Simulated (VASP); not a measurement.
# Si63S (a cell with a defect) in VASP: single point with PBE

Aim: the single point of Si63S (a cell with a defect) with PBE.

Program: VASP 6.6.1. These are calculated values, not measurements. Logs are shortened: lines on timing, memory, paths and dates and some standing lists are left out, and cuts for length are marked.

### 1 The cell of the first run

The cell holds a defect, 64 atoms: a = 10.161 Å, b = 10.690 Å, c = 14.247 Å, α = 108.32°, β = 92.88°, γ = 109.83°.

### 2 Single point, PBE, collinear spin

File INCAR:

```
PREC = Accurate ; ENCUT = 520
EDIFF = 1E-6 ; ISMEAR = 0
SIGMA = 0.05 ; LREAL = Auto
LASPH = True ; NELM = 150
ALGO = Normal ; ISIF = 2
LWAVE = False ; LCHARG = False
ISPIN = 2 ; MAGMOM = 0.2 0 0 0 0 0 0 0 0 0 0 0 0 0 0 0 0 0 0 0 0.2 0 0 0 0 0 0 0.2 0 0 0 0 0.2 0 0 0 0 0 0 0 0 0 0 0 0 0 0 0 0 0 0 0 0 0 0.2 0 0 0 0 0 0 0 0 0
LORBIT = 11 ; GGA = PE
NELECT = 257.0 ; NBANDS = 171
```

File KPOINTS:

```
regular mesh
0
Gamma
  1 1 1
```

File POSCAR:

```
Si63S
1.0
    6.6508880000      6.6508890000      3.8447710000
   -9.9763330000      3.3254440000      1.9223860000
    3.3254440000     -9.9763330000      9.6119280000
S Si
1 63
Direct
    0.1258419080      0.9509102312      0.9511893003
    0.3811551592      0.7047186610      0.7050862341
    0.1353903488      0.7014934906      0.2038445170
    0.6343532300      0.4551050640      0.4548667594
    0.8850252988      0.2072954746      0.2076748653
    0.3860472225      0.4559064455      0.9539905234
    0.6324020539      0.2021349317      0.7051671749
    0.1340669526      0.4538633939      0.4548821081
    0.3860022680      0.2068162293      0.2066475143
    0.1334403212      0.2046814001      0.7048465102
    0.8845504249      0.9551368128      0.4527152881
    0.6311569712      0.9541103896      0.9538780732
    0.8796136439      0.7013548954      0.7017878926
    0.3838645658      0.9544268973      0.4552027991
    0.6365897151      0.7074325875      0.2038098291
    0.8854712355      0.4528883243      0.9554710971
    0.1187973776      0.5406687166      0.0443320646
    0.3659894810      0.2946241791      0.7946201195
    0.6169548783      0.0445033677      0.5451459023
    0.1188961950      0.2959714493      0.2956693062
    0.3728755745      0.0520224431      0.0507468376
    0.1165909399      0.0456188853      0.5450127518
    0.8707013214      0.7967087745      0.2927273677
    0.6157005731      0.7942010858      0.7946732938
    0.8667225890      0.5437877976      0.5433222258
    0.3682778588      0.7956261456      0.2955805323
    0.6189494066      0.5475492392      0.0443145789
    0.1083068399      0.7884230252      0.7900286719
    0.3663924618      0.5459959100      0.5454959103
    0.8656957811      0.2931473205      0.7956774228
    0.6179597206      0.2977604521      0.2965518611
    0.8621158891      0.0468649238      0.0473669162
    0.0341440798      0.1386258349      0.9576990218
    0.2915105201      0.8833435059      0.7058919451
    0.5448848530      0.6338340552      0.4547288453
    0.0516245005      0.8842299522      0.2019007124
    0.2956016369      0.6351110218      0.9555452552
    0.0463234189      0.6339596815      0.4547583349
    0.7945404087      0.3855780620      0.2057934973
    0.5439807398      0.3821379638      0.7042244208
    0.7949161315      0.1346620421      0.4553650573
    0.2979351613      0.3847190788      0.2054793534
    0.5447905952      0.1356848433      0.9562133677
    0.0429081465      0.3841435779      0.7059643813
    0.2959601245      0.1345211616      0.4555557228
    0.7943175535      0.8818583386      0.7033013342
    0.5455692986      0.8859509083      0.2053216879
    0.7981792984      0.6326251384      0.9517843195
    0.2029976573      0.6154943874      0.7956148781
    0.4558569839      0.3664325483      0.5448564180
    0.7049296763      0.1180052948      0.2961336010
    0.2101111808      0.3611801776      0.0441872488
    0.4533976221      0.1146148024      0.7955421201
    0.2079441452      0.1164361713      0.2952312418
    0.9447028703      0.8660709537      0.0468712729
    0.7062533150      0.8649847167      0.5430525389
    0.9570544617      0.6163896497      0.2949365697
    0.4548680408      0.8676958964      0.0458277581
    0.7046590946      0.6129706027      0.7925482101
    0.2046205187      0.8661930067      0.5454590462
    0.4586374200      0.6169761743      0.2943013855
    0.9559178630      0.3656013059      0.5450742465
    0.7051271000      0.3666573620      0.0453074096
    0.9556471988      0.1120043000      0.7938551975
```

Potentials or basis: VASP PAW PBE potentials, release 64 (S, Si).

On the command line:

```sh
> cat potpaw_PBE.64/S/POTCAR potpaw_PBE.64/Si/POTCAR > POTCAR
> mpirun -np 1 vasp_gam > vasp.out
```

OUTCAR:

```text
PREC = Accurate
   ENCUT = 520
   EDIFF = 1E-6
   ISMEAR = 0
   LREAL = Auto
   LASPH = True
   NELM = 150
   ISIF = 2
   ISPIN = 2
   LORBIT = 11
   GGA = PE
   NELECT = 257.0

 ion  position               nearest neighbor table
   1  0.126  0.951  0.951-  28 2.36  55 2.44  33 2.46  21 2.51
   2  0.381  0.705  0.705-  29 2.33  24 2.37  34 2.38  49 2.38
   3  0.135  0.701  0.204-  17 2.34  26 2.36  57 2.38  36 2.39
   4  0.634  0.455  0.455-  31 2.31  25 2.34  35 2.38  50 2.38
   5  0.885  0.207  0.208-  32 2.33  20 2.35  51 2.38  39 2.39
   6  0.386  0.456  0.954-  18 2.33  27 2.35  37 2.38  52 2.39
[... 56 lines left out ...]
  63  0.705  0.367  0.045-  43 2.34  39 2.34  27 2.38  16 2.38
  64  0.956  0.112  0.794-  33 2.33  46 2.34  10 2.38  30 2.40

  LATTYP: Found a triclinic cell.
 ALAT       =    10.1612449887
 B/A-ratio  =     3.0241273988
 C/A-ratio  =     1.1803256044
 COS(alpha) =     0.0006103648
 COS(beta)  =     0.5449076326
 COS(gamma) =     0.7560318497

  Lattice vectors:

 A1 = (  -6.6508880000,  -6.6508890000,  -3.8447710000)
 A2 = ( -26.6035530000,  -0.0000010000, -15.3790840000)
 A3 = (   3.3254450000,  -9.9763330000,  -5.7671570000)

Analysis of symmetry for initial positions (statically):
=====================================================================
 Subroutine PRICEL returns:
 Original cell was already a primitive cell.

 Routine SETGRP: Setting up the symmetry group for a
 triclinic supercell.

 Subroutine GETGRP returns: Found  1 space group operations
 (whereof  1 operations were pure point group operations)
 out of a pool of  2 trial point group operations.

The static configuration has the point symmetry C_1 .

Analysis of symmetry for dynamics (positions and initial velocities):
=====================================================================
 Subroutine PRICEL returns:
 Original cell was already a primitive cell.

 Routine SETGRP: Setting up the symmetry group for a
 triclinic supercell.

 Subroutine GETGRP returns: Found  1 space group operations
 (whereof  1 operations were pure point group operations)
 out of a pool of  2 trial point group operations.

The dynamic configuration has the point symmetry C_1 .

Analysis of structural, dynamic, and magnetic symmetry:
=====================================================================
 Subroutine PRICEL returns:
 Original cell was already a primitive cell.

 Routine SETGRP: Setting up the symmetry group for a
 triclinic supercell.

[... 246 lines left out ...]
  ---------------------------------------------------
  ext. energy  EPLUGINS =         0.00000000
  ---------------------------------------------------
  free energy    TOTEN  =      -342.73292176 eV

  energy without entropy =     -342.73207977  energy(sigma->0) =     -342.73250076

 E-fermi :   5.5747     XC(G=0):  -9.0714

 val. band max:        5.4810034214   @ k =   0.0000   0.0000   0.0000
 cond. band min:       5.6683972734   @ k =   0.0000   0.0000   0.0000
 fundamental gap:      0.1873938520
 Fermi energy:         5.5747003472

 spin component 1

 k-point     1 :       0.0000    0.0000    0.0000
  band No.  band energies     occupation
      1      -9.3627      1.00000
      2      -6.5029      1.00000
      3      -5.9429      1.00000
      4      -5.8308      1.00000
      5      -5.5308      1.00000
      6      -5.3945      1.00000
[... 132 lines left out ...]
    139       6.7916      0.00000
    140       6.8348      0.00000
 Fermi energy:         5.5747003472

 spin component 2

 k-point     1 :       0.0000    0.0000    0.0000
  band No.  band energies     occupation
      1      -9.3012      1.00000
      2      -6.4926      1.00000
      3      -5.9254      1.00000
      4      -5.8214      1.00000
      5      -5.5103      1.00000
      6      -5.3713      1.00000
[... 132 lines left out ...]
    139       6.8306      0.00000
    140       6.8582      0.00000
 [bands above 140 left out]

------------------------ aborting loop because EDIFF is reached ----------------------------------------

  FORCE on cell =-STRESS in cart. coord.  units (eV):
  Direction    XX          YY          ZZ          XY          YZ          ZX
  --------------------------------------------------------------------------------------
  -------------------------------------------------------------------------------------
  Total       -5.4484362     -0.4549057     12.8427521     -4.1006845     -4.0807337     -4.0852228
  in kB       -6.4159742     -0.5356882     15.1233791     -4.8288876     -4.8053939     -4.8106802
  external PRESSURE =       2.7239056 kB  Pullay stress =       0.0000000 kB

 VOLUME and BASIS-vectors are now :
 -----------------------------------------------------------------------------
  energy-cutoff  :      520.00
  volume of cell :     1360.57
      direct lattice vectors                 reciprocal lattice vectors
     6.650888000  6.650889000  3.844771000     0.037588962  0.075177924  0.065023377
    -9.976333000  3.325444000  1.922386000    -0.075177924  0.037588958  0.065023369
     3.325444000 -9.976333000  9.611928000     0.000000004 -0.037588961  0.065023374

 POSITION                                       TOTAL-FORCE (eV/Angst)
 -----------------------------------------------------------------------------------
     -5.48651     -5.49022     11.45461        -0.018369     -0.011401     -0.036240
     -2.15076     -2.15565      9.59743         0.037106     -0.014902     -0.012818
     -5.41999      1.19962      3.82842         0.011669     -0.008087      0.001585
      1.19137      1.19454      7.68598        -0.091545     -0.095425      0.016720
      4.50877      4.50372      5.79738        -0.020803     -0.002537     -0.031420
      1.19172     -5.43368     11.53038        -0.025178      0.030273     -0.066202
[... 56 lines left out ...]
      1.18249      5.45702      3.85140        -0.034092      0.008787      0.093479
      7.87843     -1.19140     11.52004        -0.049592      0.057906     -0.080080
 -----------------------------------------------------------------------------------
    total drift:                                0.017924     -0.001800     -0.001143

  FREE ENERGIE OF THE ION-ELECTRON SYSTEM (eV)
  ---------------------------------------------------
  free  energy   TOTEN  =      -342.7329217598 eV

  energy  without entropy=     -342.7320797701  energy(sigma->0) =     -342.73250076

 total charge

# of ion       s       p       d       tot
------------------------------------------
    1        1.371   2.296   0.000   3.666
    2        0.750   0.926   0.000   1.676
    3        0.750   0.925   0.000   1.675
    4        0.753   0.933   0.000   1.687
    5        0.751   0.929   0.000   1.680
    6        0.750   0.926   0.000   1.676
[... 56 lines left out ...]
   63        0.753   0.928   0.000   1.682
   64        0.753   0.931   0.000   1.684
--------------------------------------------------
tot         48.863  60.542   0.000 109.405

 magnetization (x)

# of ion       s       p       d       tot
------------------------------------------
    1        0.042  -0.005   0.000   0.036
    2        0.002   0.000   0.000   0.002
    3        0.001  -0.000   0.000   0.001
    4        0.006   0.002   0.000   0.007
    5        0.002   0.002   0.000   0.003
    6        0.000   0.001   0.000   0.002
[... 56 lines left out ...]
   63        0.000   0.001   0.000   0.001
   64       -0.001  -0.002   0.000  -0.002
--------------------------------------------------
tot          0.134   0.184   0.000   0.317
```

Wall time 23 min (1 thread of Intel Xeon 8259CL, shared host); peak memory 1.6 GiB.

Results:

```yaml
Free_energy: -342.7329 eV
Largest_force: 0.253 eV/Å
Net_moment: 0.99 μB per cell
Site_moments: S +0.04; Si +0.00, +0.01, -0.00, +0.08, +0.04, +0.03, +0.02 (each value once) μB
Valence_electrons_inside_the_program's_atomic_spheres: S 3.67; Si 1.68, 1.69, 1.70, 1.67, 1.64 (each value once)
```

Forces on the atoms (eV/Å):
```
S   -0.018 -0.011 -0.036
Si   0.037 -0.015 -0.013
Si   0.012 -0.008  0.002
Si  -0.092 -0.095  0.017
Si  -0.021 -0.003 -0.031
Si  -0.025  0.030 -0.066
Si   0.021 -0.021 -0.028
Si  -0.029 -0.002  0.014
Si  -0.140 -0.158  0.070
Si  -0.041  0.017  0.010
Si  -0.005  0.019  0.013
Si   0.009 -0.014  0.033
Si  -0.103 -0.090 -0.065
Si   0.011 -0.021  0.015
Si   0.028 -0.006 -0.017
Si  -0.011 -0.003 -0.016
Si  -0.024 -0.033  0.002
Si  -0.009  0.013  0.047
Si   0.004 -0.006  0.019
Si   0.030  0.027 -0.013
Si   0.129  0.095 -0.172
Si  -0.027 -0.001 -0.020
Si  -0.026 -0.033 -0.020
Si   0.004  0.017 -0.026
Si   0.089  0.094  0.022
Si  -0.008 -0.008 -0.020
Si   0.009 -0.001  0.054
Si   0.057  0.065  0.238
Si   0.012  0.018  0.008
Si   0.020 -0.018  0.021
Si   0.112  0.094 -0.037
Si  -0.096 -0.092  0.004
Si   0.190  0.070 -0.044
Si  -0.069  0.069  0.104
Si   0.007 -0.015  0.023
Si   0.077 -0.020  0.098
Si   0.015 -0.012 -0.026
Si  -0.015 -0.027  0.014
Si  -0.005  0.033 -0.014
Si   0.058 -0.011  0.000
Si   0.022 -0.020  0.018
Si  -0.042 -0.049  0.027
Si  -0.051  0.047 -0.132
Si   0.041 -0.005 -0.055
Si   0.030 -0.030 -0.006
Si  -0.059 -0.058 -0.032
Si  -0.016 -0.046  0.075
Si   0.062 -0.056 -0.085
Si   0.074 -0.024  0.105
Si  -0.009  0.017 -0.006
Si   0.031 -0.007 -0.023
Si  -0.056  0.075  0.122
Si  -0.030  0.016  0.010
Si  -0.027 -0.028 -0.029
Si   0.064  0.173  0.034
Si  -0.008  0.027 -0.006
Si  -0.021  0.037 -0.028
Si   0.051 -0.040 -0.103
Si  -0.089 -0.054  0.016
Si  -0.020  0.028 -0.048
Si  -0.015  0.015 -0.019
Si  -0.016 -0.023 -0.012
Si  -0.034  0.009  0.093
Si  -0.050  0.058 -0.080
```

Caveat: the k points lie up to 0.67 Å⁻¹ apart; the cell carries a net charge on a neutralising background, which shifts energy and pressure; the cell is charged against a uniform background, so pressure and absolute levels hang on convention.
